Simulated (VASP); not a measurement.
A run of VASP 6.6.1 is set up as follows.

Contents of INCAR:

```
PREC = Accurate ; ENCUT = 520
EDIFF = 1E-6 ; ISMEAR = 0
SIGMA = 0.1 ; LREAL = F
LASPH = T ; NELM = 60
ALGO = Normal ; ISIF = 2
LWAVE = F ; LCHARG = F
GGA = PE ; NBANDS = 25
```

Contents of KPOINTS:

```
regular mesh
0
Gamma
  6 6 6
```

POSCAR

```
As2CO3
1.0
    5.2194795700      0.0000000000      0.0000000000
   -2.6097397800      4.5202019000      0.0000000000
    0.0000000000      0.0000000000      3.6599157200
As C O
2 1 3
Direct
    0.3333333300      0.6666666700      0.0000000000
    0.6666666700      0.3333333300      0.0000000000
    0.0000000000      0.0000000000      0.0000000000
    0.5000000000      0.0000000000      0.5000000000
    0.0000000000      0.5000000000      0.5000000000
    0.5000000000      0.5000000000      0.5000000000
```

Potentials or basis: VASP PAW PBE potentials, release 64 (As, C, O).

Command:

```bash
$ cat potpaw_PBE.64/As/POTCAR potpaw_PBE.64/C/POTCAR potpaw_PBE.64/O/POTCAR > POTCAR
$ mpirun -np 1 vasp_std > vasp.out
```

Question: Predict the band gap on the k mesh.

Answer: Zero (bands 16 and 17 overlap by 0.13 eV).

Question: What does it give for the pressure?

Answer: -15.5 GPa.

Stress tensor (GPa, compression positive):
```
 -4.60   0.00   0.00
  0.00  -4.60   0.00
  0.00   0.00 -37.40
```

Caveat: the stress differs along the axes, from -37 to -5 GPa.
